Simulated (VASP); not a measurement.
# Ta2N (P-3m1) in VASP: further runs, part 2 of 3

VASP 6.6.1.

## Step 3: Single point, LDA (12.96 Å³/atom)

Contents of INCAR:

```
ALGO     = Normal         # electronic algorithm
EDIFF    = 1E-6           # SCF threshold, eV
ENCUT    = 520            # plane-wave cutoff, eV
ISIF     = 2              # what is computed and relaxed
ISMEAR   = 0              # smearing method
LASPH    = True           # aspherical terms in the spheres
LCHARG   = False          # write CHGCAR
LREAL    = False          # projectors in reciprocal space
LWAVE    = False          # write WAVECAR
NBANDS   = 20             # bands
NELM     = 60             # most SCF steps
PREC     = Accurate       # precision mode
SIGMA    = 0.15           # smearing width, eV
```

Contents of KPOINTS:

```
k-points
0
Gamma
  18 18 10
```

Contents of POSCAR:

```
Ta2N
1.0
    2.9811006896      0.0000000000      0.0000000000
   -1.4905503448      2.5817089285      0.0000000000
    0.0000000000      0.0000000000      5.0499845683
Ta N
2 1
Direct
    0.6666666667      0.3333333333      0.7466885012
    0.3333333333      0.6666666667      0.2533114988
    0.0000000000      0.0000000000      0.0000000000
```

Potentials or basis: VASP PAW LDA potentials, release 64 (Ta_pv, N).

Started as:

```
> cat potpaw_LDA.64/Ta_pv/POTCAR potpaw_LDA.64/N/POTCAR > POTCAR
> mpirun -np 1 vasp_std > vasp.out
```

OUTCAR:

```text
EDIFF = 1E-6
   ENCUT = 520
   ISIF = 2
   ISMEAR = 0
   LASPH = True
   LREAL = False
   NELM = 60
   PREC = Accurate

 ion  position               nearest neighbor table
   1  0.667  0.333  0.747-   3 2.14   3 2.14   3 2.14   2 3.03   2 3.03   2 3.03   2 3.08   2 3.08
                             2 3.08
   2  0.333  0.667  0.253-   3 2.14   3 2.14   3 2.14   1 3.03   1 3.03   1 3.03   1 3.08   1 3.08
                             1 3.08
   3  0.000  0.000  0.000-   1 2.14   2 2.14   1 2.14   2 2.14   1 2.14   2 2.14

  LATTYP: Found a hexagonal cell.
[... 742 lines left out ...]
     19      12.7221      0.00000
     20      13.1578      0.00000

 [... further k-points ...]
[... 5 lines left out ...]
  --------------------------------------------------------------------------------------
  -------------------------------------------------------------------------------------
  Total        1.9119260      1.9119260     -2.2035797     -0.0000000      0.0000000      0.0000000
  in kB       78.8147850     78.8147850    -90.8375424     -0.0000000      0.0000000      0.0000000
  external PRESSURE =      22.2640092 kB  Pullay stress =       0.0000000 kB

 VOLUME and BASIS-vectors are now :
 -----------------------------------------------------------------------------
  energy-cutoff  :      520.00
  volume of cell :       38.87
      direct lattice vectors                 reciprocal lattice vectors
     2.981100690  0.000000000  0.000000000     0.335446570  0.193670167  0.000000000
    -1.490550345  2.581708928  0.000000000     0.000000000  0.387340335  0.000000000
     0.000000000  0.000000000  5.049984568     0.000000000  0.000000000  0.198020407

 POSITION                                       TOTAL-FORCE (eV/Angst)
 -----------------------------------------------------------------------------------
      1.49055      0.86057      3.77077         0.000000      0.000000     -0.660189
     -0.00000      1.72114      1.27922        -0.000000      0.000000      0.660189
      0.00000      0.00000      0.00000         0.000000      0.000000      0.000000
 -----------------------------------------------------------------------------------
    total drift:                                0.000000     -0.000000      0.000000

  FREE ENERGIE OF THE ION-ELECTRON SYSTEM (eV)
  ---------------------------------------------------
  free  energy   TOTEN  =       -37.5481492466 eV

  energy  without entropy=      -37.5344427172  energy(sigma->0) =      -37.54129598
```

OSZICAR:

```text
N       E                     dE             d eps       ncg     rms          rms(c)
DAV:   1     0.210626156144E+03    0.21063E+03   -0.15097E+04 13200   0.139E+03
DAV:   2    -0.317693701542E+02   -0.24240E+03   -0.23608E+03 15064   0.395E+02
DAV:   3    -0.407929700021E+02   -0.90236E+01   -0.88559E+01 16584   0.689E+01
DAV:   4    -0.409003326278E+02   -0.10736E+00   -0.10683E+00 16160   0.708E+00
DAV:   5    -0.409014890673E+02   -0.11564E-02   -0.11556E-02 16404   0.611E-01    0.288E+01
DAV:   6    -0.379485952030E+02    0.29529E+01   -0.16089E+01 15364   0.251E+01    0.136E+01
DAV:   7    -0.376176783147E+02    0.33092E+00   -0.18291E+00 14764   0.827E+00    0.699E+00
DAV:   8    -0.375525939174E+02    0.65084E-01   -0.24776E-01 15724   0.380E+00    0.395E-01
DAV:   9    -0.375488260441E+02    0.37679E-02   -0.26149E-02 15564   0.103E+00    0.222E-01
DAV:  10    -0.375482815911E+02    0.54445E-03   -0.44645E-03 15660   0.509E-01    0.755E-02
DAV:  11    -0.375481702401E+02    0.11135E-03   -0.11897E-03 14896   0.192E-01    0.338E-02
DAV:  12    -0.375481494656E+02    0.20774E-04   -0.87714E-05 14964   0.622E-02    0.933E-03
DAV:  13    -0.375481499287E+02   -0.46304E-06   -0.22456E-05 15428   0.250E-02    0.601E-03
DAV:  14    -0.375481492466E+02    0.68209E-06   -0.48721E-06 14536   0.132E-02
   1 F= -.37548149E+02 E0= -.37541296E+02  d E =-.137065E-01
```

Wall time 1.8 min (1 thread of Intel Xeon 6975P-C (Granite Rapids), shared host); peak memory 0.32 GiB.

Results:

| Item | Value |
| --- | --- |
| Free energy | -37.5481 eV |
| Pressure | 2.2 GPa |
| Largest force | 0.660 eV/Å |
| Band gap on the k mesh | zero (an odd number of electrons rules out a gap without spin polarisation) |

Forces in eV/Å, atoms in the order of the input:
```
Ta   0.000  0.000 -0.660
Ta   0.000  0.000  0.660
N    0.000  0.000  0.000
```

Levels at points of the mesh, in eV from the Fermi level:
```tsv
k point	band 11	band 12	band 13	band 14	band 15	band 16	band 17	band 18
(0.00, 0.00, 0.00)	-4.88	-1.38	-0.22	-0.22	0.29	0.93	0.93	1.34
(0.50, 0.00, 0.00)	-4.75	-2.30	-1.03	0.94	2.77	4.06	4.41	4.46
(0.00, 0.00, 0.50)	-3.40	-2.84	-0.83	-0.83	1.49	2.44	2.44	2.46
(0.50, 0.00, 0.50)	-3.69	-1.87	-1.85	-0.48	1.17	4.19	4.41	4.59
```

Caveat: spin-orbit coupling is left out, which moves the levels of the heavy elements.

## Step 4: Single point, LDA (12.96 Å³/atom)

Contents of INCAR:

```
PREC     = Accurate       # precision mode
ENCUT    = 520            # plane-wave cutoff, eV
EDIFF    = 1E-6           # SCF threshold, eV
ISMEAR   = 0              # smearing method
SIGMA    = 0.15           # smearing width, eV
LREAL    = False          # projectors in reciprocal space
LASPH    = True           # aspherical terms in the spheres
NELM     = 100            # most SCF steps
ALGO     = Normal         # electronic algorithm
ISIF     = 2              # what is computed and relaxed
LWAVE    = False          # write WAVECAR
LCHARG   = False          # write CHGCAR
GGA      = CA             # functional
NBANDS   = 20             # bands
```

Contents of KPOINTS:

```
Automatic mesh
0
Gamma
  18 18 10
```

Contents of POSCAR:

```
Ta2N
1.0
    3.0077926520      0.0000000000      0.0000000000
   -1.5038963260      2.6048248459      0.0000000000
    0.0000000000      0.0000000000      4.9607524209
Ta N
2 1
Direct
    0.6666666667      0.3333333333      0.7466885012
    0.3333333333      0.6666666667      0.2533114988
    0.0000000000      0.0000000000      0.0000000000
```

Potentials or basis: VASP PAW LDA potentials, release 64 (Ta_pv, N).

Started as:

```
> cat potpaw_LDA.64/Ta_pv/POTCAR potpaw_LDA.64/N/POTCAR > POTCAR
> mpirun -np 1 vasp_std > vasp.out
```

OUTCAR:

```text
PREC = Accurate
   ENCUT = 520
   EDIFF = 1E-6
   ISMEAR = 0
   LREAL = False
   LASPH = True
   NELM = 100
   ISIF = 2
   GGA = CA

 ion  position               nearest neighbor table
   1  0.667  0.333  0.747-   3 2.14   3 2.14   3 2.14   2 3.00   2 3.00   2 3.00   2 3.05   2 3.05
                             2 3.05
   2  0.333  0.667  0.253-   3 2.14   3 2.14   3 2.14   1 3.00   1 3.00   1 3.00   1 3.05   1 3.05
                             1 3.05
   3  0.000  0.000  0.000-   1 2.14   2 2.14   2 2.14   1 2.14   1 2.14   2 2.14

  LATTYP: Found a hexagonal cell.
 ALAT       =     3.0077926520
 C/A-ratio  =     1.6493000000

  Lattice vectors:

 A1 = (   3.0077926520,   0.0000000000,   0.0000000000)
 A2 = (  -1.5038963260,   2.6048248459,   0.0000000000)
 A3 = (   0.0000000000,   0.0000000000,   4.9607524209)

Analysis of symmetry for initial positions (statically):
=====================================================================
 Subroutine PRICEL returns:
 Original cell was already a primitive cell.

 Routine SETGRP: Setting up the symmetry group for a
 hexagonal supercell.

 Subroutine GETGRP returns: Found 12 space group operations
 (whereof 12 operations were pure point group operations)
 out of a pool of 24 trial point group operations.

The static configuration has the point symmetry D_3d.

Analysis of symmetry for dynamics (positions and initial velocities):
=====================================================================
 Subroutine PRICEL returns:
 Original cell was already a primitive cell.

 Routine SETGRP: Setting up the symmetry group for a
 hexagonal supercell.

 Subroutine GETGRP returns: Found 12 space group operations
 (whereof 12 operations were pure point group operations)
 out of a pool of 24 trial point group operations.

The dynamic configuration has the point symmetry D_3d.

 Subroutine INISYM returns: Found 12 space group operations
 (whereof 12 operations are pure point group operations),
 and found     1 'primitive' translations

----------------------------------------------------------------------------------------

                                     Primitive cell

  volume of cell :      38.8664

  direct lattice vectors                    reciprocal lattice vectors
     3.007792652  0.000000000  0.000000000     0.332469726  0.191951486  0.000000000
    -1.503896326  2.604824846  0.000000000     0.000000000  0.383902972  0.000000000
     0.000000000  0.000000000  4.960752421     0.000000000  0.000000000  0.201582324

  length of vectors
     3.007792652  3.007792652  4.960752421     0.383902972  0.383902972  0.201582324

  position of ions in fractional coordinates (direct lattice)
     0.666666667  0.333333333  0.746688501
     0.333333333  0.666666667  0.253311499
     0.000000000  0.000000000  0.000000000

  ion indices of the primitive-cell ions
   primitive index   ion index
                 1           1
                 2           2
                 3           3

----------------------------------------------------------------------------------------

 KPOINTS: Automatic mesh

Automatic generation of k-mesh.
 Grid dimensions read from file:
 generate k-points for:   18   18   10

 Generating k-lattice:

  Cartesian coordinates                     Fractional coordinates (reciprocal lattice)
     0.018470540  0.010663971  0.000000000     0.055555556  0.000000000  0.000000000
     0.000000000  0.021327943  0.000000000     0.000000000  0.055555556  0.000000000
     0.000000000  0.000000000  0.020158232     0.000000000  0.000000000  0.100000000

  Length of vectors
     0.021327943  0.021327943  0.020158232

  Shift w.r.t. Gamma in fractional coordinates (k-lattice)
     0.000000000  0.000000000  0.000000000

 Subroutine IBZKPT returns following result:
 ===========================================

 Found    330 irreducible k-points:

 Following reciprocal coordinates:
            Coordinates               Weight
  0.000000  0.000000  0.000000      1.000000
  0.055556  0.000000  0.000000      6.000000
  0.111111  0.000000  0.000000      6.000000
  0.166667  0.000000  0.000000      6.000000
  0.222222  0.000000  0.000000      6.000000
  0.277778  0.000000  0.000000      6.000000
[... 16 lines left out ...]
  0.333333  0.111111  0.000000     12.000000
  0.388889  0.111111  0.000000     12.000000
 [... further k-points ...]
   k-points           NKPTS =    330   k-points in BZ     NKDIM =    330   number of bands    NBANDS=     20
   number of dos      NEDOS =    301   number of ions     NIONS =      3
   total plane-waves  NPLWV =  23040
   dimension x,y,z NGX =    24 NGY =   24 NGZ =   40
   dimension x,y,z NGXF=    48 NGYF=   48 NGZF=   80
   ions per type =               2   1
   NGX,Y,Z   is equivalent  to a cutoff of  13.27, 13.27, 13.40 a.u.
   NGXF,Y,Z  is equivalent  to a cutoff of  26.53, 26.53, 26.81 a.u.
 SYSTEM =  unknown system
   PREC   = accura    normal or accurate (medium, high low for compatibility)
   ISTART =      0    job   : 0-new  1-cont  2-samecut
   ICHARG =      2    charge: 1-file 2-atom 10-const
   ISPIN  =      1    spin polarized calculation?
   LNONCOLLINEAR =      F non collinear calculations
   LSORBIT =      F    spin-orbit coupling
   LASPH  =      T    aspherical Exc in radial PAW
   ENCUT  =  520.0 eV  38.22 Ry    6.18 a.u.   5.59  5.59  9.22*2*pi/ulx,y,z
   NELM   =    100;   NELMIN=  2; NELMDL= -5     # of ELM steps
   EDIFF  = 0.1E-05   stopping-criterion for ELM
   LREAL  =      F    real-space projection
   EDIFFG = 0.1E-04   stopping-criterion for IOM
   NSW    =      0    number of steps for IOM
   IBRION =     -1    ionic relax: 0-MD 1-quasi-New 2-CG
   NFREE  =      0    steps in history (QN), initial steepest desc. (CG)
   ISIF   =      2    stress and relaxation
   ISYM   =      2    0-nonsym 1-usesym 2-fastsym
   POTIM  = 0.5000    time-step for ionic-motion
   TEBEG  =    0.0;   TEEND  =   0.0 temperature during run
   PSTRESS=    0.0 pullay stress
   NELECT =      27.0000    total number of electrons
   NUPDOWN=      -1.0000    fix difference up-down
   EMIN   =  10.00;   EMAX   =-10.00  energy-range for DOS
   EFERMI =   0.00;   METHOD = LEGACY
   ISMEAR =     0;   SIGMA  =   0.15  broadening in eV -4-tet -1-fermi 0-gaus
   EFERMI_NEDOS =   21; number of points for ismear=-14 and -15
   IALGO  =     38    algorithm
   IMIX   =      4    mixing-type and parameters
     AMIX     =   0.40;   BMIX     =  1.00
     AMIX_MAG =   1.60;   BMIX_MAG =  1.00
  volume/ion in A,a.u.               =      12.96        87.43
  Fermi-wavevector in a.u.,A,eV,Ry     =   1.449900  2.739914 28.602310  2.102210
  Thomas-Fermi vector in A             =   2.567574
   LORBIT       =      0    0 simple, 1 ext, 2 COOP (PROOUT), +10 PAW based schemes
   GGA     = CA    functional components
   LHFCALC =     F    Hartree Fock is set to
   AEXX    =    0.0000 exact exchange contribution
   IVDW    =     0    specifies the selected vdW correction
   LEPSILON=     F    determine dielectric tensor
   LRPA    =     F    only Hartree local field effects (RPA)
 non-spin polarized calculation
 Gauss-broadening in eV      SIGMA  =   0.15
  energy-cutoff  :      520.00
  volume of cell :       38.87
 maximum number of plane-waves:      1075
 NGX is ok and might be reduce to    24
   NGX = 11   NGY = 11   NGZ = 19

 number of electron      26.9999998 magnetization

 Free energy of the ion-electron system (eV)
  ---------------------------------------------------
  ext. energy  EPLUGINS =         0.00000000
  ---------------------------------------------------
  free energy    TOTEN  =       -37.60952891 eV

  energy without entropy =      -37.59631781  energy(sigma->0) =      -37.60292336

 E-fermi :   7.7599     XC(G=0): -13.3092

 val. band max:        7.7535338645   @ k =   0.2222   0.1111   0.3000
 cond. band min:       7.7609414143   @ k =   0.1667   0.1667   0.1000
 fundamental gap:      0.0074075498
 Fermi energy:         7.7599153661

 k-point     1 :       0.0000    0.0000    0.0000
  band No.  band energies     occupation
      1     -27.7069      2.00000
      2     -26.7642      2.00000
      3     -26.7642      2.00000
      4     -26.6535      2.00000
      5     -26.6535      2.00000
      6     -26.6527      2.00000
[... 12 lines left out ...]
     19       9.0565      0.00000
     20      13.0960      0.00000
[... 507 lines left out ...]
 k-point    24 :       0.3889    0.1111    0.0000
  band No.  band energies     occupation
      1     -27.5927      2.00000
      2     -27.3902      2.00000
      3     -27.1998      2.00000
      4     -27.0612      2.00000
      5     -26.8669      2.00000
      6     -26.8393      2.00000
[... 12 lines left out ...]
     19      12.7188      0.00000
     20      13.0613      0.00000

 [... further k-points ...]
[... 5 lines left out ...]
  --------------------------------------------------------------------------------------
  -------------------------------------------------------------------------------------
  Total        1.3751953      1.3751953     -1.4112602      0.0000000      0.0000000      0.0000000
  in kB       56.6892874     56.6892874    -58.1759809      0.0000000      0.0000000      0.0000000
  external PRESSURE =      18.4008646 kB  Pullay stress =       0.0000000 kB

 VOLUME and BASIS-vectors are now :
 -----------------------------------------------------------------------------
  energy-cutoff  :      520.00
  volume of cell :       38.87
      direct lattice vectors                 reciprocal lattice vectors
     3.007792652  0.000000000  0.000000000     0.332469726  0.191951486  0.000000000
    -1.503896326  2.604824846  0.000000000     0.000000000  0.383902972  0.000000000
     0.000000000  0.000000000  4.960752421     0.000000000  0.000000000  0.201582324

 POSITION                                       TOTAL-FORCE (eV/Angst)
 -----------------------------------------------------------------------------------
      1.50390      0.86827      3.70414         0.000000      0.000000     -0.467872
     -0.00000      1.73655      1.25662         0.000000     -0.000000      0.467872
      0.00000      0.00000      0.00000        -0.000000      0.000000      0.000000
 -----------------------------------------------------------------------------------
    total drift:                                0.000000     -0.000000      0.000000

  FREE ENERGIE OF THE ION-ELECTRON SYSTEM (eV)
  ---------------------------------------------------
  free  energy   TOTEN  =       -37.6095289051 eV

  energy  without entropy=      -37.5963178122  energy(sigma->0) =      -37.60292336
```

Run time: 2 min. Hardware: 1 thread of Intel Xeon 6975P-C (Granite Rapids), shared host; peak memory 0.33 GiB.

Results:

```
Free energy            : -37.6095 eV
Pressure               : 1.8 GPa
Largest force          : 0.468 eV/Å
Band gap on the k mesh : zero (an odd number of electrons rules out a gap without spin polarisation)
```

Forces on the atoms (eV/Å):
```
Ta   0.000  0.000 -0.468
Ta   0.000  0.000  0.468
N    0.000  0.000  0.000
```

Caveat: spin-orbit coupling is left out, which moves the levels of the heavy elements.

(Part 2 of 3 ends here.)
